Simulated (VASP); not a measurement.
Wanted: the native input for a VASP 6.6.1 run.

* Task: single point
* Functional: PBE
* Potentials or basis: VASP PAW PBE potentials, release 64 (P, C)
* Cutoff: 520 eV
* k mesh: 12 × 12 × 4
* Occupations: gaussian, width 0.1 eV
* Spin: no spin polarisation
* Dipole correction: no
* Further INCAR settings: ALGO = Normal; EDIFF = 1e-06; NBANDS = 37

The structure of PC5 lies in POSCAR:

```
PC5
1.0
    4.5258427263      0.0000000000      0.0000000000
   -2.2629213631      3.9194947745      0.0000000000
    0.0000000000      0.0000000000      7.6858527279
P C
2 10
Direct
    0.0000000000      0.0000000000      0.3460210680
    0.0000000000      0.0000000000      0.6539789320
    0.6666666667      0.3333333333      0.2707564160
    0.6323998411      0.6323998411      0.2759929979
    0.3333333333      0.6666666667      0.2707564160
    0.0000000000      0.3676001589      0.2759929979
    0.3676001589      0.0000000000      0.2759929979
    0.3333333333      0.6666666667      0.7292435840
    0.0000000000      0.6323998411      0.7240070021
    0.6666666667      0.3333333333      0.7292435840
    0.6323998411      0.0000000000      0.7240070021
    0.3676001589      0.3676001589      0.7240070021
```

The input as run:

INCAR

```
SYSTEM = PC5
PREC = Accurate
ENCUT = 520
EDIFF = 1E-6
ISMEAR = 0
SIGMA = 0.1
LREAL = .False.
LASPH = .True.
NELM = 80
ALGO = Normal
ISIF = 2
LWAVE = .False.
LCHARG = .False.
GGA = PE
NBANDS = 37
```

KPOINTS

```
regular mesh
0
Gamma
  12 12 4
  0 0 0
```

Potentials or basis: VASP PAW PBE potentials, release 64 (P, C).

The run is started by

```sh
$ cat potpaw_PBE.64/P/POTCAR potpaw_PBE.64/C/POTCAR > POTCAR
$ mpirun -np 1 vasp_std > vasp.out
```

Results of the run:

* Pressure: 0.0 GPa
* Largest force: 0.067 eV/Å
* Band gap on the k mesh: zero (bands 25 and 26 overlap by 0.46 eV)

Caveat: this functional lacks dispersion, which binds the layers, so the pressure and a relaxed spacing across them are unreliable.

Run time: 3.3 min on 1 thread of Intel(R) Xeon(R) Platinum 8488C (Sapphire Rapids), on a shared host, peak memory 0.42 GiB.
